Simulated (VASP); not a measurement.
# NaCl (P-1) in VASP: single point with PBE+U

Aim: the single point of NaCl with PBE+U.

Everything below comes from runs of VASP 6.6.1. Logs are shortened: lines on timing, memory, paths and dates and some standing lists are left out, and cuts for length are marked.

## 1. The cell of the first run

The typed cell holds 2 atoms: a = 3.406 Å, b = 3.287 Å, c = 3.440 Å, α = 86.78°, β = 90.62°, γ = 89.79°.

## 2. Single point, PBE+U

INCAR reads:

```
SYSTEM = NaCl
  PREC = Accurate
  ENCUT = 500
  EDIFF = 1E-6
  ISMEAR = 0
  SIGMA = 0.1
  LREAL = .False.
  LASPH = .True.
  NELM = 200
  ALGO = Normal
  ISIF = 2
  LWAVE = .False.
  LCHARG = .False.
  LDAU = .True.
  LDAUTYPE = 2
  LDAUL = -1 1
  LDAUU = 0 1.3
  LDAUJ = 0 0
  LDAUPRINT = 1
  GGA = PE
  NBANDS = 14
  GGA_COMPAT = .False.
```

KPOINTS reads:

```
Automatic mesh
0
Gamma
  4 4 4
  0 0 0
```

POSCAR reads:

```
NaCl
1.0
    3.4055288040      0.0063188646     -0.0186001283
    0.0063188646      3.2860090850      0.0944603201
   -0.0186001283      0.0944603201      3.4384990537
Na Cl
1 1
Direct
    0.0000000000      0.0000000000      0.0000000000
    0.5000000000      0.5000000000      0.5000000000
```

Potentials or basis: VASP PAW PBE potentials, release 64 (Na_pv, Cl).

Launch:

```sh
cat potpaw_PBE.64/Na_pv/POTCAR potpaw_PBE.64/Cl/POTCAR > POTCAR
mpirun -np 1 vasp_std > vasp.out
```

OUTCAR:

```text
SYSTEM = NaCl
   PREC = Accurate
   ENCUT = 500
   EDIFF = 1E-6
   ISMEAR = 0
   LREAL = .False.
   LASPH = .True.
   NELM = 200
   ISIF = 2
   GGA = PE

 ion  position               nearest neighbor table
   1  0.000  0.000  0.000-
   2  0.500  0.500  0.500-

  LATTYP: Found a triclinic cell.
 ALAT       =     4.6226831523
 B/A-ratio  =     0.7111394957
 C/A-ratio  =     0.7367118507
 COS(alpha) =     0.0036198658
 COS(beta)  =     0.0106224654
 COS(gamma) =     0.6693481345

  Lattice vectors:

 A1 = (   0.0249189929,   3.1915487649,  -3.3440387336)
 A2 = (   0.0063188646,   3.2860090850,   0.0944603201)
 A3 = (   3.4055288040,   0.0063188646,  -0.0186001283)

Analysis of symmetry for initial positions (statically):
=====================================================================
 Subroutine PRICEL returns:
 Original cell was already a primitive cell.

 Routine SETGRP: Setting up the symmetry group for a
 triclinic supercell.

 Subroutine GETGRP returns: Found  2 space group operations
 (whereof  2 operations were pure point group operations)
 out of a pool of  2 trial point group operations.

The static configuration has the point symmetry S_2 .

Analysis of symmetry for dynamics (positions and initial velocities):
=====================================================================
 Subroutine PRICEL returns:
 Original cell was already a primitive cell.

 Routine SETGRP: Setting up the symmetry group for a
 triclinic supercell.

 Subroutine GETGRP returns: Found  2 space group operations
 (whereof  2 operations were pure point group operations)
 out of a pool of  2 trial point group operations.

The dynamic configuration has the point symmetry S_2 .

 Subroutine INISYM returns: Found  2 space group operations
 (whereof  2 operations are pure point group operations),
 and found     1 'primitive' translations

----------------------------------------------------------------------------------------

                                     Primitive cell

  volume of cell :      38.4472

  direct lattice vectors                    reciprocal lattice vectors
     3.405528804  0.006318865 -0.018600128     0.293650054 -0.000610822  0.001605243
     0.006318865  3.286009085  0.094460320    -0.000610822  0.304562304 -0.008370051
    -0.018600128  0.094460320  3.438499054     0.001605243 -0.008370051  0.291063188

  length of vectors
[... 95 lines left out ...]
   EMIN   =  10.00;   EMAX   =-10.00  energy-range for DOS
   EFERMI =   0.00;   METHOD = LEGACY
   ISMEAR =     0;   SIGMA  =   0.10  broadening in eV -4-tet -1-fermi 0-gaus
   EFERMI_NEDOS =   21; number of points for ismear=-14 and -15
   IALGO  =     38    algorithm
   IMIX   =      4    mixing-type and parameters
     AMIX     =   0.40;   BMIX     =  1.00
     AMIX_MAG =   1.60;   BMIX_MAG =  1.00
  volume/ion in A,a.u.               =      19.22       129.73
  Fermi-wavevector in a.u.,A,eV,Ry     =   1.169040  2.209165 18.594462  1.366654
  Thomas-Fermi vector in A             =   2.305518
   LORBIT       =      0    0 simple, 1 ext, 2 COOP (PROOUT), +10 PAW based schemes
 LDA+U is selected, type is set to LDAUTYPE =  2
   angular momentum for each species LDAUL =    -1    1
   U (eV)           for each species LDAUU =   0.0  1.3
   J (eV)           for each species LDAUJ =   0.0  0.0
   GGA     = PE    functional components
   LHFCALC =     F    Hartree Fock is set to
   AEXX    =    0.0000 exact exchange contribution
   IVDW    =     0    specifies the selected vdW correction
   LEPSILON=     F    determine dielectric tensor
   LRPA    =     F    only Hartree local field effects (RPA)
 non-spin polarized calculation
 Gauss-broadening in eV      SIGMA  =   0.10
  energy-cutoff  :      500.00
  volume of cell :       38.45
 maximum number of plane-waves:       985
 NGX is ok and might be reduce to    28
   NGX = 13   NGY = 11   NGZ = 13

 number of electron      14.0000006 magnetization

 Free energy of the ion-electron system (eV)
  ---------------------------------------------------
  ext. energy  EPLUGINS =         0.00000000
  ---------------------------------------------------
  free energy    TOTEN  =        -5.46398626 eV

  energy without entropy =       -5.46398626  energy(sigma->0) =       -5.46398626

 E-fermi :   1.8577     XC(G=0):  -8.9077

 val. band max:        1.3807638657   @ k =   0.5000   0.0000   0.5000
 cond. band min:       5.6282890462   @ k =   0.0000   0.0000   0.0000
 fundamental gap:      4.2475251805
 Fermi energy:         1.8576621237

 k-point     1 :       0.0000    0.0000    0.0000
  band No.  band energies     occupation
      1     -20.7740      2.00000
      2     -20.7674      2.00000
      3     -20.7642      2.00000
      4     -12.4875      2.00000
      5       0.4317      2.00000
      6       0.5358      2.00000
      7       0.9007      2.00000
      8       5.6283      0.00000
      9       9.5155      0.00000
     10       9.9595      0.00000
     11      17.0938      0.00000
     12      17.5056      0.00000
     13      17.5528      0.00000
     14      17.8585      0.00000
[... 377 lines left out ...]
      1     -20.8030      2.00000
      2     -20.7867      2.00000
      3     -20.7834      2.00000
      4     -11.8595      2.00000
      5      -0.7845      2.00000
      6      -0.4320      2.00000
      7      -0.3619      2.00000
      8       8.7877      0.00000
      9      10.7362      0.00000
     10      11.0806      0.00000
     11      13.3265      0.00000
     12      14.1385      0.00000
     13      14.5069      0.00000
     14      20.5734      0.00000

 [... further k-points ...]

------------------------ aborting loop because EDIFF is reached ----------------------------------------

  FORCE on cell =-STRESS in cart. coord.  units (eV):
  Direction    XX          YY          ZZ          XY          YZ          ZX
  --------------------------------------------------------------------------------------
  -------------------------------------------------------------------------------------
  Total        0.7376801      1.5655440      0.5245556     -0.0130054     -0.0152997      0.0117756
  in kB       30.7407294     65.2396130     21.8593676     -0.5419632     -0.6375714      0.4907128
  external PRESSURE =      39.2799033 kB  Pullay stress =       0.0000000 kB

 VOLUME and BASIS-vectors are now :
 -----------------------------------------------------------------------------
  energy-cutoff  :      500.00
  volume of cell :       38.45
      direct lattice vectors                 reciprocal lattice vectors
     3.405528804  0.006318865 -0.018600128     0.293650054 -0.000610822  0.001605243
     0.006318865  3.286009085  0.094460320    -0.000610822  0.304562304 -0.008370051
    -0.018600128  0.094460320  3.438499054     0.001605243 -0.008370051  0.291063188

 POSITION                                       TOTAL-FORCE (eV/Angst)
 -----------------------------------------------------------------------------------
      0.00000      0.00000      0.00000        -0.000000     -0.000000      0.000000
      1.69662      1.69339      1.75718         0.000000      0.000000      0.000000
 -----------------------------------------------------------------------------------
    total drift:                               -0.000000      0.000000      0.000000

  FREE ENERGIE OF THE ION-ELECTRON SYSTEM (eV)
  ---------------------------------------------------
  free  energy   TOTEN  =        -5.4639862583 eV

  energy  without entropy=       -5.4639862583  energy(sigma->0) =       -5.46398626
```

stdout:

```text
POSCAR found type information on POSCAR NaCl
 POSCAR found :  2 types and       2 ions
 scaLAPACK will be used
 LDA part: xc-table for (Slater+PW92), standard interpolation
 POSCAR, INCAR and KPOINTS ok, starting setup
 FFT: planning ... GRIDC
 FFT: planning ... GRID_SOFT
 FFT: planning ... GRID
 WAVECAR not read
 entering main loop
```

It took 15 s on 1 thread of AMD EPYC 7R43 (Zen 3), shared host; peak memory 0.11 GiB.

Results:

* Free energy: -5.4640 eV
* Pressure: 3.9 GPa
* Band gap on the k mesh: 4.25 eV (least direct gap 4.73 eV)

Stress tensor (GPa, compression positive):
```
 3.07 -0.05  0.05
-0.05  6.52 -0.06
 0.05 -0.06  2.19
```

Caveat: the k points lie up to 0.48 Å⁻¹ apart.
